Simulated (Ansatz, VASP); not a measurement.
## BaHCl in VASP and in Ansatz

```xyz
6
Lattice="4.2870 0.0000 0.0000 0.0000 4.2870 0.0000 0.0000 0.0000 6.9570" Properties=species:S:1:pos:R:3 pbc="T T T"
Ba    0.0000    2.1435    1.4577
Ba    2.1435    0.0000    5.4992
H     0.0000    0.0000    0.0000
H     2.1435    2.1435    0.0000
Cl    0.0000    2.1435    4.5795
Cl    2.1435    0.0000    2.3775
```

Alike in both runs: functional LDA; k mesh 6 × 6 × 4; occupations gaussian, width 0.02 eV; no spin polarisation.

Ansatz relaxed the structure, and its values are those at the end. VASP's run is a single point on that final structure, the one shown.

|  | VASP | Ansatz |
| --- | --- | --- |
| version | VASP 6.6.1 | Ansatz 0.2.0 |
| potentials or method | VASP PAW LDA potentials, release 64 (Ba_sv, H, Cl), cutoff 520 eV | scalar-relativistic, plane waves, PAW |
| valence electrons in the cell | 36 | 36 |

VASP gave:

```
gap on the k mesh at the Fermi level (eV) : 2.72
least direct gap on the mesh (eV)         : 2.72
pressure (GPa)                            : 0.7
rms of the force components (eV/Å)        : 0.006
```

Which values does Ansatz return?

gap on the k mesh at the Fermi level (eV): 2.72; least direct gap on the mesh (eV): 2.72; pressure (GPa): 0.0; rms of the force components (eV/Å): 0.000.

LDA's correlation is that of Perdew and Zunger in VASP and of Perdew and Wang (1992) in Ansatz.

Spin-orbit coupling is off throughout.
